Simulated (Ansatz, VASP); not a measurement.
## Two plane-wave programs on SrO

Contents of INCAR:

```
  ALGO = Normal
  EDIFF = 1E-6
  ENCUT = 520
  GGA = PE
  ISIF = 2
  ISMEAR = -1
  LASPH = T
  LCHARG = F
  LREAL = F
  LWAVE = F
  NBANDS = 15
  NELM = 60
  PREC = Accurate
  SIGMA = 0.02
```

The input KPOINTS:

```
k-points
0
Gamma
  8 8 8
```

The input POSCAR:

```
SrO
1.0
    3.1028650671      0.0000000000      0.0000000000
    0.0000000000      3.1028650671      0.0000000000
    0.0000000000      0.0000000000      3.0324300301
Sr O
1 1
Direct
    0.0000000000      0.0000000000      0.0000000000
    0.5000000000      0.5000000000      0.5000000000
```

Input for Ansatz:

```yaml
crystal:
  lattice:
    - [3.1028650671, 0.0, 0.0]
    - [0.0, 3.1028650671, 0.0]
    - [0.0, 0.0, 3.0324300301]
  atoms:
    - { symbol: Sr, position: [0.0, 0.0, 0.0] }
    - { symbol: O, position: [0.5, 0.5, 0.5] }
kpoints:
  mp_grid: { grid: [8, 8, 8] }
  band_path:
    path: [[0.0, 0.0, 0.0], [0.0, 0.5, 0.0], [0.5, 0.5, 0.0], [0.5, 0.5, 0.5]]
    npoints: 1
hamiltonian:
  xc: pbe
scf:
  occupations: { method: fermi_dirac, width: 0.02 }
  n_extra_bands: 4
output:
  forces: true
  stress: true
  eigenvalues: true
```

Change from the starting cell: uniaxial_z strain -2.3%.

Alike in both runs: task single point; functional PBE; k mesh 8 × 8 × 8; occupations fermi-dirac, width 0.02 eV; no spin polarisation.

```csv
,VASP,Ansatz
version,VASP 6.6.1,Ansatz 0.2.0
potentials or method,"VASP PAW PBE potentials, release 64 (Sr_sv, O)","plane waves, PAW"
plane-wave cutoff (eV),520,420
valence electrons in the cell,16,16
```

VASP gave:

```
gap on the k mesh at the Fermi level (eV)                     : 2.62
pressure (GPa)                                                : 6.1
traceless stress, the component that is largest in VASP (GPa) : 4.77
```

Which values does Ansatz return?

gap on the k mesh at the Fermi level (eV): 2.68; pressure (GPa): 5.2; traceless stress, the component that is largest in VASP (GPa): 4.74.

The functional is the same, so the differences come from potentials, cutoffs and numerics.
